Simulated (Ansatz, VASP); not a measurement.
H in VASP and in Ansatz

File INCAR:

```
SYSTEM = H
PREC = Accurate
ENCUT = 520
EDIFF = 1E-6
ISMEAR = 0
SIGMA = 0.02
LREAL = .False.
LASPH = .True.
NELM = 100
ALGO = Normal
ISIF = 2
LWAVE = .False.
LCHARG = .False.
GGA = PE
NBANDS = 10
```

File KPOINTS:

```
regular mesh
0
Gamma
  8 8 4
  0 0 0
```

POSCAR

```
H
1.0
    1.6098986341     -2.6701545956      0.1912109732
    1.4027273988      2.5451299393     -0.0707032943
    0.2307682431     -0.3026820676      6.4663092699
H
4
Direct
    0.5715891197      0.4334445709      1.0009813036
    0.4284108803      0.5665554291     -0.0009813036
    0.4242347774      0.5655455051      0.5047006739
    0.5757652226      0.4344544949      0.4952993261
```

Input for Ansatz:

```yaml
crystal:
  lattice:
    - [1.6098986341, -2.6701545956, 0.1912109732]
    - [1.4027273988, 2.5451299393, -0.0707032943]
    - [0.2307682431, -0.3026820676, 6.4663092699]
  atoms:
    - { symbol: H, position: [0.5715891197, 0.4334445709, 1.0009813036] }
    - { symbol: H, position: [0.4284108803, 0.5665554291, -0.0009813036] }
    - { symbol: H, position: [0.4242347774, 0.5655455051, 0.5047006739] }
    - { symbol: H, position: [0.5757652226, 0.4344544949, 0.4952993261] }
basis:
  ecutwfc: 420
kpoints:
  mp_grid: { grid: [8, 8, 4] }
hamiltonian:
  xc: pbe
scf:
  occupations: { method: gaussian, width: 0.02 }
output:
  forces: true
  stress: true
  eigenvalues: true
```

Alike in both runs: task single point; functional PBE; k mesh 8 × 8 × 4; occupations gaussian, width 0.02 eV; no spin polarisation.

```csv
,VASP,Ansatz
version,VASP 6.6.1,Ansatz 0.2.0
potentials or method,"VASP PAW PBE potentials, release 64 (H), cutoff 520 eV","scalar-relativistic, plane waves, PAW"
valence electrons in the cell,4,4
```

VASP gave:

- gap on the k mesh at the Fermi level (eV): 8.25
- least direct gap on the mesh (eV): 8.31
- pressure (GPa): 1.3
- traceless stress, the component that is largest in VASP (GPa): 2.07
- rms of the force components (eV/Å): 0.404

Task: Estimate Ansatz's values.

Result: gap on the k mesh at the Fermi level (eV): 8.25; least direct gap on the mesh (eV): 8.31; pressure (GPa): 1.5; traceless stress, the component that is largest in VASP (GPa): 2.15; rms of the force components (eV/Å): 0.412.

Atom by atom the forces differ by 0.008 eV/Å (rms over components).
